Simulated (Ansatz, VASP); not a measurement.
**TaN: VASP beside Ansatz**

The input INCAR:

```
ALGO = Normal
EDIFF = 1E-6
ENCUT = 520
GGA = PE
ISIF = 2
ISMEAR = 0
ISPIN = 2
LASPH = T
LCHARG = F
LDAU = T
LDAUJ = 0.9 0
LDAUL = 2 -1
LDAUPRINT = 1
LDAUTYPE = 1
LDAUU = 4 0
LMAXMIX = 4
LORBIT = 11
LREAL = F
LWAVE = F
MAGMOM = 2 2 2 2 0 0 0 0
NBANDS = 46
NELM = 150
PREC = Accurate
SIGMA = 0.05
```

File KPOINTS:

```
k-points
0
Gamma
  7 7 2
```

The input POSCAR:

```
TaN
1.0
    3.0480018400      0.0000000000      0.0000000000
   -1.5240009200      2.6396470300      0.0000000000
    0.0000000000      0.0000000000      9.8359995600
Ta N
4 4
Direct
    0.0000000000      0.0000000000      0.0000000000
    0.0000000000      0.0000000000      0.2500000000
    0.0000000000      0.0000000000      0.5000000000
    0.0000000000      0.0000000000      0.7500000000
    0.3333333333      0.6666666667      0.1250000000
    0.6666666667      0.3333333333      0.3750000000
    0.3333333333      0.6666666667      0.6250000000
    0.6666666667      0.3333333333      0.8750000000
```

Input for Ansatz:

```yaml
crystal:
  lattice:
    - [3.04800184, 0.0, 0.0]
    - [-1.52400092, 2.63964703, 0.0]
    - [0.0, 0.0, 9.83599956]
  atoms:
    - { symbol: Ta, position: [0.0, 0.0, 0.0], spin: 2.0 }
    - { symbol: Ta, position: [0.0, 0.0, 0.25], spin: 2.0 }
    - { symbol: "N", position: [0.3333333333, 0.6666666667, 0.125] }
    - { symbol: "N", position: [0.6666666667, 0.3333333333, 0.375] }
    - { symbol: Ta, position: [0.0, 0.0, 0.5], spin: 2.0 }
    - { symbol: Ta, position: [0.0, 0.0, 0.75], spin: 2.0 }
    - { symbol: "N", position: [0.3333333333, 0.6666666667, 0.625] }
    - { symbol: "N", position: [0.6666666667, 0.3333333333, 0.875] }
basis:
  ecutwfc: 420
  ecutrho_ratio: 4
kpoints:
  mp_grid: { grid: [7, 7, 2] }
hamiltonian:
  xc: pbe
  hubbard:
    sites:
      - { site: 0, l: d, u: 4.0, j: 0.9 }
      - { site: 1, l: d, u: 4.0, j: 0.9 }
      - { site: 4, l: d, u: 4.0, j: 0.9 }
      - { site: 5, l: d, u: 4.0, j: 0.9 }
scf:
  occupations: { method: gaussian, width: 0.05 }
  lower_state_search: "off"
  max_iter: 150
output:
  forces: true
  stress: true
  eigenvalues: true
  populations: true
  hubbard:
    sites:
      - { site: 0, l: d }
      - { site: 1, l: d }
      - { site: 4, l: d }
      - { site: 5, l: d }
magnetization:
  spin_polarized: true
```

Alike in both runs: task single point; functional PBE; k mesh 7 × 7 × 2; occupations gaussian, width 0.05 eV; collinear spin; Hubbard terms Ta d U = 4.0 eV, J = 0.9 eV.

|  | VASP | Ansatz |
| --- | --- | --- |
| version | VASP 6.6.1 | Ansatz 0.2.0 |
| potentials or method | VASP PAW PBE potentials, release 64 (Ta_pv, N), cutoff 520 eV | scalar-relativistic, plane waves, PAW |
| valence electrons in the cell | 64 | 72 |

```tsv
	VASP	Ansatz	Ansatz less VASP
gap on the k mesh at the Fermi level (eV)	none	none	-
net moment per atom (μB)	0.00	0.02	+0.014
```

The programs project onto different local orbitals, so the same U acts differently, and such runs can settle in different states. A gap of «none» marks a metal or a gap that the smearing closes. VASP's potentials hold 64 valence electrons a cell and Ansatz's 72, so a difference there can come from the potentials and not from the codes. Ansatz's warnings: filled band counts differ across k points, seeded moment not kept.

Spin-orbit coupling is off throughout.
